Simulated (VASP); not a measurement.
Here is a VASP 6.6.1 calculation.

File INCAR:

```
ALGO     = Normal         # electronic algorithm
EDIFF    = 1E-7           # SCF threshold, eV
ENCUT    = 520            # plane-wave cutoff, eV
GGA      = PE             # functional
ISIF     = 2              # what is computed and relaxed
ISMEAR   = 0              # smearing method
LASPH    = T              # aspherical terms in the spheres
LCHARG   = F              # write CHGCAR
LREAL    = F              # projectors in reciprocal space
LWAVE    = F              # write WAVECAR
NBANDS   = 73             # bands
NELM     = 60             # most SCF steps
PREC     = Accurate       # precision mode
SIGMA    = 0.15           # smearing width, eV
```

The input KPOINTS:

```
k-points
0
Gamma
  1 3 2
```

Contents of POSCAR:

```
Nb2PdSe4
1.0
   13.0897702973      0.0000000000      0.0000000000
    0.0000000000      3.5575559432      0.0000000000
    0.0000000000      0.0000000000      6.1190446144
Nb Pd Se
4 2 8
Direct
    0.2500000000      0.0000000000      0.0271885615
    0.2500000000      0.5000000000      0.4908956087
    0.7500000000      0.0000000000     -0.0271885615
    0.7500000000      0.5000000000      0.5091043913
    0.5000000000      0.0000000000      0.0000000000
    0.0000000000      0.0000000000      0.0000000000
    0.1193081872      0.0000000000      0.3534874239
    0.3806918128      0.0000000000      0.3534874239
    0.3702070286      0.5000000000      0.8408282496
    0.1297929714      0.5000000000      0.8408282496
    0.6193081872      0.0000000000      0.6465125761
    0.8806918128      0.0000000000      0.6465125761
    0.6297929714      0.5000000000      0.1591717504
    0.8702070286      0.5000000000      0.1591717504
```

Potentials or basis: VASP PAW PBE potentials, release 64 (Nb_sv, Pd, Se).

Run with:

```bash
$ cat potpaw_PBE.64/Nb_sv/POTCAR potpaw_PBE.64/Pd/POTCAR potpaw_PBE.64/Se/POTCAR > POTCAR
$ mpirun -np 1 vasp_std > vasp.out
```

(1) Estimate the band gap on the k mesh.

(2) Predict the pressure.

(3) Predict the largest force.

Answers

(1) zero (band 60 reaches 7.32 eV, above the bottom of band 61 at 7.01 eV).

(2) 0.0 GPa.

(3) 0.025 eV/Å.

Caveat: the k points lie up to 0.59 Å⁻¹ apart.
